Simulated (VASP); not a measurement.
# CoRu3 (Pm-3m) in VASP: notebook

Runs on CoRu3. Level: PBE. Tasks: single point, relaxation of cell and atoms.

Program: VASP 6.6.1. These are calculated values, not measurements. Logs are shortened: lines on timing, memory, paths and dates and some standing lists are left out, and cuts for length are marked.

### 1 The cell of the first run

Symmetry: Pm-3m, No. 221, cubic system. The conventional cell has a = 3.733 Å, b = 3.733 Å, c = 3.733 Å, α = 90.00°, β = 90.00°, γ = 90.00°. Co (site symmetry m-3m) has 12 Ru at 2.64 Å within 3.5 Å. Ru (site symmetry 4/mmm) has 4 Co at 2.64 Å and 8 Ru at 2.64 Å within 3.5 Å.

### 2 Single point, PBE

Input file INCAR:

```
SYSTEM = CoRu3
PREC = Accurate
ENCUT = 520
EDIFF = 1E-6
ISMEAR = 0
SIGMA = 0.1
LREAL = .False.
LASPH = .True.
NELM = 80
ALGO = Normal
ISIF = 2
LWAVE = .False.
LCHARG = .False.
GGA = PE
NBANDS = 34
```

Input file KPOINTS:

```
regular mesh
0
Gamma
  6 6 6
  0 0 0
```

Input file POSCAR:

```
CoRu3
1.0
    3.7331614353      0.0000000000      0.0000000000
    0.0000000000      3.7331614353      0.0000000000
    0.0000000000      0.0000000000      3.7331614353
Co Ru
1 3
Direct
    0.0000000000      0.0000000000      0.0000000000
    0.0000000000      0.5000000000      0.5000000000
    0.5000000000      0.0000000000      0.5000000000
    0.5000000000      0.5000000000      0.0000000000
```

Potentials or basis: VASP PAW PBE potentials, release 64 (Co, Ru_pv).

Launch:

```bash
cat potpaw_PBE.64/Co/POTCAR potpaw_PBE.64/Ru_pv/POTCAR > POTCAR
mpirun -np 1 vasp_std > vasp.out
```

OUTCAR:

```text
SYSTEM = CoRu3
   PREC = Accurate
   ENCUT = 520
   EDIFF = 1E-6
   ISMEAR = 0
   LREAL = .False.
   LASPH = .True.
   NELM = 80
   ISIF = 2
   GGA = PE

 ion  position               nearest neighbor table
   1  0.000  0.000  0.000-   2 2.64   3 2.64   4 2.64   2 2.64   3 2.64   2 2.64   4 2.64   2 2.64
                             3 2.64   4 2.64   3 2.64   4 2.64
   2  0.000  0.500  0.500-   1 2.64   3 2.64   4 2.64   1 2.64   4 2.64   1 2.64   3 2.64   1 2.64
                             3 2.64   4 2.64   4 2.64   3 2.64
   3  0.500  0.000  0.500-   1 2.64   2 2.64   4 2.64   1 2.64   4 2.64   2 2.64   4 2.64   4 2.64
                             1 2.64   2 2.64   1 2.64   2 2.64
   4  0.500  0.500  0.000-   1 2.64   2 2.64   3 2.64   2 2.64   3 2.64   1 2.64   3 2.64   3 2.64
                             1 2.64   2 2.64   2 2.64   1 2.64

  LATTYP: Found a simple cubic cell.
 ALAT       =     3.7331614353

  Lattice vectors:

 A1 = (   3.7331614353,   0.0000000000,   0.0000000000)
 A2 = (   0.0000000000,   3.7331614353,   0.0000000000)
 A3 = (   0.0000000000,   0.0000000000,   3.7331614353)

Analysis of symmetry for initial positions (statically):
=====================================================================
 Subroutine PRICEL returns:
 Original cell was already a primitive cell.

 Routine SETGRP: Setting up the symmetry group for a
 simple cubic supercell.

 Subroutine GETGRP returns: Found 48 space group operations
 (whereof 48 operations were pure point group operations)
 out of a pool of 48 trial point group operations.

The static configuration has the point symmetry O_h .

Analysis of symmetry for dynamics (positions and initial velocities):
=====================================================================
 Subroutine PRICEL returns:
 Original cell was already a primitive cell.

 Routine SETGRP: Setting up the symmetry group for a
 simple cubic supercell.

 Subroutine GETGRP returns: Found 48 space group operations
 (whereof 48 operations were pure point group operations)
 out of a pool of 48 trial point group operations.

The dynamic configuration has the point symmetry O_h .

 Subroutine INISYM returns: Found 48 space group operations
 (whereof 48 operations are pure point group operations),
 and found     1 'primitive' translations

----------------------------------------------------------------------------------------

                                     Primitive cell

  volume of cell :      52.0272

  direct lattice vectors                    reciprocal lattice vectors
     3.733161435  0.000000000  0.000000000     0.267869477  0.000000000  0.000000000
[... 90 lines left out ...]
   NFREE  =      0    steps in history (QN), initial steepest desc. (CG)
   ISIF   =      2    stress and relaxation
   ISYM   =      2    0-nonsym 1-usesym 2-fastsym
   POTIM  = 0.5000    time-step for ionic-motion
   TEBEG  =    0.0;   TEEND  =   0.0 temperature during run
   PSTRESS=    0.0 pullay stress
   NELECT =      51.0000    total number of electrons
   NUPDOWN=      -1.0000    fix difference up-down
   EMIN   =  10.00;   EMAX   =-10.00  energy-range for DOS
   EFERMI =   0.00;   METHOD = LEGACY
   ISMEAR =     0;   SIGMA  =   0.10  broadening in eV -4-tet -1-fermi 0-gaus
   EFERMI_NEDOS =   21; number of points for ismear=-14 and -15
   IALGO  =     38    algorithm
   IMIX   =      4    mixing-type and parameters
     AMIX     =   0.40;   BMIX     =  1.00
     AMIX_MAG =   1.60;   BMIX_MAG =  1.00
  volume/ion in A,a.u.               =      13.01        87.77
  Fermi-wavevector in a.u.,A,eV,Ry     =   1.626253  3.073173 35.983313  2.644699
  Thomas-Fermi vector in A             =   2.719243
   LORBIT       =      0    0 simple, 1 ext, 2 COOP (PROOUT), +10 PAW based schemes
   GGA     = PE    functional components
   LHFCALC =     F    Hartree Fock is set to
   AEXX    =    0.0000 exact exchange contribution
   IVDW    =     0    specifies the selected vdW correction
   LEPSILON=     F    determine dielectric tensor
   LRPA    =     F    only Hartree local field effects (RPA)
 non-spin polarized calculation
 Gauss-broadening in eV      SIGMA  =   0.10
  energy-cutoff  :      520.00
  volume of cell :       52.03
 maximum number of plane-waves:      1418
 NGX is ok and might be reduce to    28
   NGX = 13   NGY = 13   NGZ = 13

 number of electron      50.9999996 magnetization

 Free energy of the ion-electron system (eV)
  ---------------------------------------------------
  ext. energy  EPLUGINS =         0.00000000
  ---------------------------------------------------
  free energy    TOTEN  =       -34.14806843 eV

  energy without entropy =      -34.12901193  energy(sigma->0) =      -34.13854018

 E-fermi :  12.1574     XC(G=0): -13.9158

 val. band max:       12.1534725785   @ k =   0.3333   0.0000   0.0000
 cond. band min:      12.2225496245   @ k =   0.1667   0.1667   0.1667
 fundamental gap:      0.0690770460
 Fermi energy:        12.1573740465

 k-point     1 :       0.0000    0.0000    0.0000
  band No.  band energies     occupation
      1     -31.2853      2.00000
      2     -31.2853      2.00000
      3     -31.2853      2.00000
      4     -30.7465      2.00000
      5     -30.7465      2.00000
      6     -30.7465      2.00000
[... 729 lines left out ...]
     33      14.0243      0.00000
     34      20.6092      0.00000

------------------------ aborting loop because EDIFF is reached ----------------------------------------

  FORCE on cell =-STRESS in cart. coord.  units (eV):
  Direction    XX          YY          ZZ          XY          YZ          ZX
  --------------------------------------------------------------------------------------
  -------------------------------------------------------------------------------------
  Total       -0.0359801     -0.0359801     -0.0359801      0.0000000      0.0000000     -0.0000000
  in kB       -1.1080063     -1.1080063     -1.1080063      0.0000000      0.0000000     -0.0000000
  external PRESSURE =      -1.1080063 kB  Pullay stress =       0.0000000 kB

 VOLUME and BASIS-vectors are now :
 -----------------------------------------------------------------------------
  energy-cutoff  :      520.00
  volume of cell :       52.03
      direct lattice vectors                 reciprocal lattice vectors
     3.733161435  0.000000000  0.000000000     0.267869477  0.000000000  0.000000000
     0.000000000  3.733161435  0.000000000     0.000000000  0.267869477  0.000000000
     0.000000000  0.000000000  3.733161435     0.000000000  0.000000000  0.267869477

 POSITION                                       TOTAL-FORCE (eV/Angst)
 -----------------------------------------------------------------------------------
      0.00000      0.00000      0.00000         0.000000      0.000000      0.000000
      0.00000      1.86658      1.86658         0.000000      0.000000      0.000000
      1.86658      0.00000      1.86658         0.000000      0.000000      0.000000
      1.86658      1.86658      0.00000         0.000000      0.000000      0.000000
 -----------------------------------------------------------------------------------
    total drift:                                0.000000      0.000000      0.000000

  FREE ENERGIE OF THE ION-ELECTRON SYSTEM (eV)
  ---------------------------------------------------
  free  energy   TOTEN  =       -34.1480684282 eV

  energy  without entropy=      -34.1290119251  energy(sigma->0) =      -34.13854018
```

stdout:

```text
POSCAR found type information on POSCAR CoRu
 POSCAR found :  2 types and       4 ions
 scaLAPACK will be used
 LDA part: xc-table for (Slater+PW92), standard interpolation
 POSCAR, INCAR and KPOINTS ok, starting setup
 FFT: planning ... GRIDC
 FFT: planning ... GRID_SOFT
 FFT: planning ... GRID
 WAVECAR not read
 entering main loop
```

Wall time 35 s (1 thread of Intel Xeon Platinum 8259CL at 2.50GHz (Skylake/Cascade Lake), shared host); peak memory 0.17 GiB.

What came out:

```
Free energy : -34.1481 eV
Pressure    : -0.1 GPa
```

### 3 Relaxation of cell and atoms, PBE

This run uses another cell than the first one, of 11.96 Å³/atom, 0.919 times its volume.

Input file INCAR:

```
ALGO     = Fast           # electronic algorithm
EDIFF    = 1E-6           # SCF threshold, eV
EDIFFG   = -0.04          # ionic threshold
ENCUT    = 600            # plane-wave cutoff, eV
GGA      = PE             # functional
IBRION   = 2              # ionic algorithm
ISIF     = 3              # what is computed and relaxed
ISMEAR   = 0              # smearing method
LASPH    = T              # aspherical terms in the spheres
LCHARG   = F              # write CHGCAR
LREAL    = F              # projectors in reciprocal space
LWAVE    = F              # write WAVECAR
NELM     = 100            # most SCF steps
NSW      = 90             # ionic steps
PREC     = Accurate       # precision mode
SIGMA    = 0.1            # smearing width, eV
```

Input file KPOINTS:

```
k-points
0
Gamma
  6 6 6
```

Input file POSCAR:

```
CoRu3
1.0
    3.6298040258      0.0000000000      0.0000000000
    0.0000000000      3.6298040258      0.0000000000
    0.0000000000      0.0000000000      3.6298040258
Co Ru
1 3
Direct
    0.0000000000      0.0000000000      0.0000000000
    0.0000000000      0.5000000000      0.5000000000
    0.5000000000      0.0000000000      0.5000000000
    0.5000000000      0.5000000000      0.0000000000
```

Potentials or basis: VASP PAW PBE potentials, release 64 (Co, Ru_pv).

Launch:

```bash
cat potpaw_PBE.64/Co/POTCAR potpaw_PBE.64/Ru_pv/POTCAR > POTCAR
mpirun -np 1 vasp_std > vasp.out
```

It took 5.8 min on 1 thread of Intel Xeon Platinum 8259CL at 2.50GHz (Skylake/Cascade Lake), shared host; peak memory 0.19 GiB.

Results (log left out):

```
Free energy                            : -34.1435 eV
Relaxed volume                         : 13.00 Å³/atom
Relaxed cell                           : a = 3.733 Å, b = 3.733 Å, c = 3.733 Å, α = 90.00°, β = 90.00°, γ = 90.00°
Space group after relaxing (to 0.05 Å) : Pm-3m (No. 221)
Energy gained by relaxing              : 89.9 meV/atom
Ionic steps                            : 5
Pressure after relaxing                : -0.1 GPa
```

The path:
| step | energy change (eV) | largest force (eV/Å) | pressure (GPa) | volume (Å³) |
| --- | --- | --- | --- | --- |
| 1 | 0.0000 | 0.0000 | 30.00 | 47.82 |
| 2 | 2.2576 | 0.0000 | -35.54 | 65.06 |
| 3 | -0.3446 | 0.0000 | 5.46 | 51.08 |
| 4 | -0.3558 | 0.0000 | -2.62 | 52.48 |
| 5 | -0.3598 | 0.0000 | -0.15 | 52.02 |

Final structure:
```yaml
crystal:
  lattice:
    - [3.73291, 0.00000, 0.00000]
    - [0.00000, 3.73291, 0.00000]
    - [0.00000, 0.00000, 3.73291]
  atoms:
    - { symbol: Co, position: [0.00000, 0.00000, 0.00000] }
    - { symbol: Ru, position: [0.00000, 0.50000, 0.50000] }
    - { symbol: Ru, position: [0.50000, 0.00000, 0.50000] }
    - { symbol: Ru, position: [0.50000, 0.50000, 0.00000] }
```

Levels at points of the mesh, in eV from the Fermi level:
```csv
k point,band 23,band 24,band 25,band 26,band 27,band 28
"(0.00, 0.00, 0.00)",0.92,0.92,1.00,1.00,1.86,2.39
"(0.50, 0.00, 0.00)",-0.95,-0.81,-0.71,-0.71,-0.36,-0.08
"(0.50, 0.50, 0.00)",-1.32,-1.24,-1.23,-0.70,-0.70,-0.31
"(0.50, 0.50, 0.50)",0.52,0.52,0.70,0.70,0.70,0.93
```

(Part 1 of 2 ends here.)
